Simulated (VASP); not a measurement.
# Tb (P6_3/mmc) in VASP: a series of runs

The runs below take Tb through single point, with LDA.

Program: VASP 6.6.1. These are calculated values, not measurements. Logs are shortened: lines on timing, memory, paths and dates and some standing lists are left out, and cuts for length are marked.

## (1) The cell of the first run

Symmetry: P6_3/mmc, No. 194, hexagonal system. Conventional cell: a = 3.360 Å, b = 3.360 Å, c = 5.424 Å, α = 90.00°, β = 90.00°, γ = 120.00°. Tb (site symmetry -6m2) has 12 Tb at 3.33 to 3.36 Å within 4.4 Å.

## (2) Single point, LDA, collinear spin, ferromagnetic start

Input file INCAR:

```
PREC = Accurate
ENCUT = 520
EDIFF = 1E-7
ISMEAR = 0
SIGMA = 0.05
LREAL = F
LASPH = T
NELM = 150
ALGO = Normal
ISIF = 2
LWAVE = F
LCHARG = T
ISPIN = 2
MAGMOM = 6.49 6.49
LORBIT = 11
LMAXMIX = 6
GGA = CA
LELF = T
LVHAR = T
NBANDS = 30
```

Input file KPOINTS:

```
Automatic mesh
0
Gamma
  14 14 8
```

Input file POSCAR:

```
Tb
1.0
    3.3595653570      0.0000000000      0.0000000000
   -1.6797826785      2.9094689448      0.0000000000
    0.0000000000      0.0000000000      5.4239807724
Tb
2
Direct
    0.3333333333      0.6666666667      0.7500000000
    0.6666666667      0.3333333333      0.2500000000
```

Potentials or basis: VASP PAW PBE potentials, release 64 (Tb).

Started as:

```bash
cat potpaw_PBE.64/Tb/POTCAR > POTCAR
mpirun -np 1 vasp_std > vasp.out
```

OUTCAR:

```text
PREC = Accurate
   ENCUT = 520
   EDIFF = 1E-7
   ISMEAR = 0
   LREAL = F
   LASPH = T
   NELM = 150
   ISIF = 2
   ISPIN = 2
   LORBIT = 11
   GGA = CA

 ion  position               nearest neighbor table
   1  0.333  0.667  0.750-   2 3.33   2 3.33   2 3.33   2 3.33   2 3.33   2 3.33
   2  0.667  0.333  0.250-   1 3.33   1 3.33   1 3.33   1 3.33   1 3.33   1 3.33

  LATTYP: Found a hexagonal cell.
 ALAT       =     3.3595653570
 C/A-ratio  =     1.6144888389

  Lattice vectors:

 A1 = (   3.3595653570,   0.0000000000,   0.0000000000)
 A2 = (  -1.6797826785,   2.9094689448,   0.0000000000)
 A3 = (   0.0000000000,   0.0000000000,   5.4239807724)

Analysis of symmetry for initial positions (statically):
=====================================================================
 Subroutine PRICEL returns:
 Original cell was already a primitive cell.

 Routine SETGRP: Setting up the symmetry group for a
 hexagonal supercell.

 Subroutine GETGRP returns: Found 24 space group operations
 (whereof 12 operations were pure point group operations)
 out of a pool of 24 trial point group operations.

The static configuration has the point symmetry D_3d.
 The point group associated with its full space group is D_6h.

Analysis of symmetry for dynamics (positions and initial velocities):
=====================================================================
 Subroutine PRICEL returns:
 Original cell was already a primitive cell.

 Routine SETGRP: Setting up the symmetry group for a
 hexagonal supercell.

 Subroutine GETGRP returns: Found 24 space group operations
 (whereof 12 operations were pure point group operations)
 out of a pool of 24 trial point group operations.

The dynamic configuration has the point symmetry D_3d.
 The point group associated with its full space group is D_6h.

Analysis of structural, dynamic, and magnetic symmetry:
=====================================================================
 Subroutine PRICEL returns:
 Original cell was already a primitive cell.

 Routine SETGRP: Setting up the symmetry group for a
 hexagonal supercell.

 Subroutine GETGRP returns: Found 24 space group operations
 (whereof 12 operations were pure point group operations)
 out of a pool of 24 trial point group operations.

The overall configuration has the point symmetry D_3d.
 The point group associated with its full space group is D_6h.

 Subroutine INISYM returns: Found 24 space group operations
 (whereof 12 operations are pure point group operations),
 and found     1 'primitive' translations

----------------------------------------------------------------------------------------

                                     Primitive cell

  volume of cell :      53.0170

  direct lattice vectors                    reciprocal lattice vectors
     3.359565357  0.000000000  0.000000000     0.297657552  0.171852668  0.000000000
    -1.679782679  2.909468945  0.000000000     0.000000000  0.343705336  0.000000000
     0.000000000  0.000000000  5.423980772     0.000000000  0.000000000  0.184366435

  length of vectors
     3.359565357  3.359565357  5.423980772     0.343705336  0.343705336  0.184366435

  position of ions in fractional coordinates (direct lattice)
     0.333333333  0.666666667  0.750000000
     0.666666667  0.333333333  0.250000000

  ion indices of the primitive-cell ions
   primitive index   ion index
                 1           1
                 2           2

----------------------------------------------------------------------------------------

 KPOINTS: Automatic mesh

Automatic generation of k-mesh.
 Grid dimensions read from file:
 generate k-points for:   14   14    8

 Generating k-lattice:

  Cartesian coordinates                     Fractional coordinates (reciprocal lattice)
     0.021261254  0.012275191  0.000000000     0.071428571 -0.000000000  0.000000000
     0.000000000  0.024550381  0.000000000     0.000000000  0.071428571  0.000000000
     0.000000000  0.000000000  0.023045804     0.000000000  0.000000000  0.125000000

  Length of vectors
     0.024550381  0.024550381  0.023045804

  Shift w.r.t. Gamma in fractional coordinates (k-lattice)
     0.000000000  0.000000000  0.000000000

 Subroutine IBZKPT returns following result:
 ===========================================

 Found    120 irreducible k-points:

 Following reciprocal coordinates:
            Coordinates               Weight
  0.000000  0.000000  0.000000      1.000000
  0.071429  0.000000  0.000000      6.000000
  0.142857 -0.000000  0.000000      6.000000
  0.214286 -0.000000  0.000000      6.000000
  0.285714  0.000000  0.000000      6.000000
  0.357143 -0.000000  0.000000      6.000000
[... 16 lines left out ...]
  0.285714  0.285714  0.000000      6.000000
  0.357143  0.285714  0.000000      6.000000
 [... further k-points ...]
   k-points           NKPTS =    120   k-points in BZ     NKDIM =    120   number of bands    NBANDS=     30
   number of dos      NEDOS =    301   number of ions     NIONS =      2
   total plane-waves  NPLWV =  31360
   dimension x,y,z NGX =    28 NGY =   28 NGZ =   40
   dimension x,y,z NGXF=    56 NGYF=   56 NGZF=   80
   ions per type =               2
   NGX,Y,Z   is equivalent  to a cutoff of  13.86, 13.86, 12.26 a.u.
   NGXF,Y,Z  is equivalent  to a cutoff of  27.71, 27.71, 24.52 a.u.
 SYSTEM =  unknown system
   PREC   = accura    normal or accurate (medium, high low for compatibility)
   ISTART =      0    job   : 0-new  1-cont  2-samecut
   ICHARG =      2    charge: 1-file 2-atom 10-const
   ISPIN  =      2    spin polarized calculation?
   LNONCOLLINEAR =      F non collinear calculations
   LSORBIT =      F    spin-orbit coupling
   LASPH  =      T    aspherical Exc in radial PAW
   ENCUT  =  520.0 eV  38.22 Ry    6.18 a.u.   6.25  6.25 10.09*2*pi/ulx,y,z
   NELM   =    150;   NELMIN=  2; NELMDL= -5     # of ELM steps
   EDIFF  = 0.1E-06   stopping-criterion for ELM
   LREAL  =      F    real-space projection
   EDIFFG = 0.1E-05   stopping-criterion for IOM
   NSW    =      0    number of steps for IOM
   IBRION =     -1    ionic relax: 0-MD 1-quasi-New 2-CG
   NFREE  =      0    steps in history (QN), initial steepest desc. (CG)
   ISIF   =      2    stress and relaxation
   ISYM   =      2    0-nonsym 1-usesym 2-fastsym
   POTIM  = 0.5000    time-step for ionic-motion
   TEBEG  =    0.0;   TEEND  =   0.0 temperature during run
   PSTRESS=    0.0 pullay stress
   NELECT =      38.0000    total number of electrons
   NUPDOWN=      -1.0000    fix difference up-down
   EMIN   =  10.00;   EMAX   =-10.00  energy-range for DOS
   EFERMI =   0.00;   METHOD = LEGACY
   ISMEAR =     0;   SIGMA  =   0.05  broadening in eV -4-tet -1-fermi 0-gaus
   EFERMI_NEDOS =   21; number of points for ismear=-14 and -15
   IALGO  =     38    algorithm
   IMIX   =      4    mixing-type and parameters
     AMIX     =   0.40;   BMIX     =  1.00
     AMIX_MAG =   1.60;   BMIX_MAG =  1.00
  volume/ion in A,a.u.               =      26.51       178.89
  Fermi-wavevector in a.u.,A,eV,Ry     =   1.465090  2.768619 29.204762  2.146489
  Thomas-Fermi vector in A             =   2.580989
   LORBIT       =     11    0 simple, 1 ext, 2 COOP (PROOUT), +10 PAW based schemes
   GGA     = CA    functional components
   LHFCALC =     F    Hartree Fock is set to
   AEXX    =    0.0000 exact exchange contribution
   IVDW    =     0    specifies the selected vdW correction
   LEPSILON=     F    determine dielectric tensor
   LRPA    =     F    only Hartree local field effects (RPA)
 spin polarized calculation
 Gauss-broadening in eV      SIGMA  =   0.05
  energy-cutoff  :      520.00
  volume of cell :       53.02
 maximum number of plane-waves:      1448
 NGX is ok and might be reduce to    28
   NGX = 13   NGY = 13   NGZ = 21

 number of electron      37.9999987 magnetization      11.7233768

 Free energy of the ion-electron system (eV)
  ---------------------------------------------------
  ext. energy  EPLUGINS =         0.00000000
  ---------------------------------------------------
  free energy    TOTEN  =       -19.37774112 eV

  energy without entropy =      -19.36230070  energy(sigma->0) =      -19.37002091

 E-fermi :   3.4767     XC(G=0): -11.2988

 val. band max:        3.4763998639   @ k =   0.2857   0.2857   0.2500
 cond. band min:       3.4771026525   @ k =   0.1429   0.0714   0.2500
 fundamental gap:      0.0007027887
 Fermi energy:         3.4766774436

 spin component 1

 k-point     1 :       0.0000    0.0000    0.0000
  band No.  band energies     occupation
      1     -42.1426      1.00000
      2     -41.9950      1.00000
      3     -19.5647      1.00000
      4     -18.4591      1.00000
      5     -18.4591      1.00000
      6     -18.2836      1.00000
[... 22 lines left out ...]
     29       6.1787      0.00000
     30       6.1787      0.00000
[... 728 lines left out ...]
  band No.  band energies     occupation
      1     -41.9747      1.00000
      2     -41.9627      1.00000
      3     -19.2611      1.00000
      4     -19.0584      1.00000
      5     -19.0410      1.00000
      6     -18.8149      1.00000
[... 22 lines left out ...]
     29       6.3714      0.00000
     30       9.2246      0.00000

 [... further k-points ...]

 spin component 2

 k-point     1 :       0.0000    0.0000    0.0000
  band No.  band energies     occupation
      1     -39.8166      1.00000
      2     -39.6403      1.00000
      3     -17.9951      1.00000
      4     -16.7020      1.00000
      5     -16.7020      1.00000
      6     -16.5011      1.00000
[... 22 lines left out ...]
     29       6.8793      0.00000
     30       6.8793      0.00000
[... 728 lines left out ...]
  band No.  band energies     occupation
      1     -39.6159      1.00000
      2     -39.6015      1.00000
      3     -17.6427      1.00000
      4     -17.4073      1.00000
      5     -17.3868      1.00000
      6     -17.1218      1.00000
[... 22 lines left out ...]
     29       7.0829      0.00000
     30      10.0902      0.00000

 [... further k-points ...]

------------------------ aborting loop because EDIFF is reached ----------------------------------------

  FORCE on cell =-STRESS in cart. coord.  units (eV):
  Direction    XX          YY          ZZ          XY          YZ          ZX
  --------------------------------------------------------------------------------------
  -------------------------------------------------------------------------------------
  Total        0.1726807      0.1726807      0.2017753      0.0000000      0.0000000      0.0000000
  in kB        5.2184238      5.2184238      6.0976658      0.0000000      0.0000000      0.0000000
  external PRESSURE =       5.5115045 kB  Pullay stress =       0.0000000 kB

 VOLUME and BASIS-vectors are now :
 -----------------------------------------------------------------------------
  energy-cutoff  :      520.00
  volume of cell :       53.02
      direct lattice vectors                 reciprocal lattice vectors
     3.359565357  0.000000000  0.000000000     0.297657552  0.171852668  0.000000000
    -1.679782679  2.909468945  0.000000000     0.000000000  0.343705336  0.000000000
     0.000000000  0.000000000  5.423980772     0.000000000  0.000000000  0.184366435

 POSITION                                       TOTAL-FORCE (eV/Angst)
 -----------------------------------------------------------------------------------
     -0.00000      1.93965      4.06799        -0.000000     -0.000000      0.000000
      1.67978      0.96982      1.35600         0.000000      0.000000      0.000000
 -----------------------------------------------------------------------------------
    total drift:                               -0.000000      0.000000     -0.000000

  FREE ENERGIE OF THE ION-ELECTRON SYSTEM (eV)
  ---------------------------------------------------
  free  energy   TOTEN  =       -19.3777411196 eV

  energy  without entropy=      -19.3623006987  energy(sigma->0) =      -19.37002091

 total charge

# of ion       s       p       d       f       tot
--------------------------------------------------
    1        2.100   5.560   0.645   8.086  16.391
    2        2.100   5.560   0.645   8.086  16.391
--------------------------------------------------
tot          4.200  11.120   1.290  16.172  32.781

 magnetization (x)

# of ion       s       p       d       f       tot
--------------------------------------------------
    1        0.003  -0.035   0.059   5.696   5.723
    2        0.003  -0.035   0.059   5.696   5.723
--------------------------------------------------
tot          0.006  -0.071   0.118  11.392  11.445
```

It took 20 min on 1 thread of Intel Xeon 6975P-C (Granite Rapids), shared host; peak memory 0.38 GiB.

Results:

| Item | Value |
| --- | --- |
| Free energy | -19.3777 eV |
| Pressure | 0.6 GPa |
| Net moment | 11.72 μB per cell |
| Site moments | Tb +5.72 μB |
| Valence electrons inside the program's atomic spheres | Tb 16.39 |

Stress tensor (GPa, compression positive):
```
0.52 0.00 0.00
0.00 0.52 0.00
0.00 0.00 0.61
```

Levels at points of the mesh, in eV from the Fermi level:
Spin up:
| k point | band 22 | band 23 | band 24 | band 25 | band 26 | band 27 | band 28 | band 29 |
| --- | --- | --- | --- | --- | --- | --- | --- | --- |
| (0.00, 0.00, 0.00) | -3.88 | -3.73 | -2.43 | 1.91 | 1.91 | 2.01 | 2.27 | 2.70 |
| (0.50, 0.00, 0.00) | -3.69 | -1.87 | -1.82 | -1.34 | 0.96 | 1.62 | 1.85 | 2.56 |
| (0.00, 0.00, 0.50) | -3.81 | -3.29 | -3.29 | 1.05 | 1.05 | 1.83 | 1.83 | 1.83 |
| (0.50, 0.00, 0.50) | -3.73 | -2.20 | -2.20 | -0.21 | -0.21 | 2.80 | 2.80 | 3.55 |
Spin down:
```tsv
k point	band 11	band 12	band 13	band 14	band 15	band 16
(0.00, 0.00, 0.00)	-0.21	-0.15	-0.09	0.06	0.06	0.08
(0.50, 0.00, 0.00)	-1.04	-0.12	0.08	0.10	0.13	0.14
(0.00, 0.00, 0.50)	-0.29	-0.29	-0.03	-0.03	0.06	0.06
(0.50, 0.00, 0.50)	-0.31	-0.31	0.09	0.09	0.14	0.14
```

Caveat: the magnetic or orbital state may not be the lowest; the PAW data sets were made with another functional, which shifts forces and pressure a little; spin-orbit coupling is left out, which moves the levels of the heavy elements; semilocal functionals describe open f shells poorly, which spoils levels, moments and volumes. The state reached can hang on the start; a lower one may exist.

## (3) Single point, LDA, collinear spin, ferromagnetic start

Input file INCAR:

```
PREC = Accurate
ENCUT = 520
EDIFF = 1E-7
ISMEAR = 0
SIGMA = 0.05
LREAL = F
LASPH = T
NELM = 150
ALGO = Normal
ISIF = 2
LWAVE = F
LCHARG = F
ISPIN = 2
MAGMOM = 6 6
LORBIT = 11
LMAXMIX = 6
GGA = CA
NBANDS = 30
```

KPOINTS is that of step 2.

POSCAR is that of step 2.

Potentials or basis: VASP PAW PBE potentials, release 64 (Tb).

Started as:

```bash
cat potpaw_PBE.64/Tb/POTCAR > POTCAR
mpirun -np 1 vasp_std > vasp.out
```

Run time: 14 min. Hardware: 1 thread of Intel Xeon 6975P-C (Granite Rapids), shared host; peak memory 0.37 GiB.

Results (log left out):

```yaml
Free_energy: -19.3777 eV
Pressure: 0.4 GPa
Net_moment: 11.72 μB per cell
Site_moments: Tb +5.72 μB
Valence_electrons_inside_the_program's_atomic_spheres: Tb 16.39
```

Stress tensor (GPa, compression positive):
```
0.40 0.00 0.00
0.00 0.40 0.00
0.00 0.00 0.54
```

Levels at points of the mesh, in eV from the Fermi level:
Spin up:
| k point | band 21 | band 22 | band 23 | band 24 | band 25 | band 26 | band 27 | band 28 | band 29 | band 30 |
| --- | --- | --- | --- | --- | --- | --- | --- | --- | --- | --- |
| (0.00, 0.00, 0.00) | -3.90 | -3.88 | -3.73 | -2.43 | 1.91 | 1.91 | 2.01 | 2.27 | 2.70 | 2.70 |
| (0.50, 0.00, 0.00) | -3.73 | -3.69 | -1.87 | -1.82 | -1.34 | 0.96 | 1.62 | 1.85 | 2.56 | 6.91 |
| (0.00, 0.00, 0.50) | -3.81 | -3.81 | -3.29 | -3.29 | 1.05 | 1.05 | 1.83 | 1.83 | 1.83 | 1.83 |
| (0.50, 0.00, 0.50) | -3.73 | -3.73 | -2.20 | -2.20 | -0.21 | -0.21 | 2.80 | 2.80 | 3.55 | 3.55 |
Spin down:
```csv
k point,band 11,band 12,band 13,band 14,band 15,band 16
"(0.00, 0.00, 0.00)",-0.21,-0.15,-0.09,0.06,0.06,0.08
"(0.50, 0.00, 0.00)",-1.04,-0.12,0.08,0.10,0.13,0.14
"(0.00, 0.00, 0.50)",-0.29,-0.29,-0.03,-0.03,0.06,0.06
"(0.50, 0.00, 0.50)",-0.31,-0.31,0.09,0.09,0.14,0.14
```

Caveat: the magnetic or orbital state may not be the lowest; the PAW data sets were made with another functional, which shifts forces and pressure a little; spin-orbit coupling is left out, which moves the levels of the heavy elements; semilocal functionals describe open f shells poorly, which spoils levels, moments and volumes.
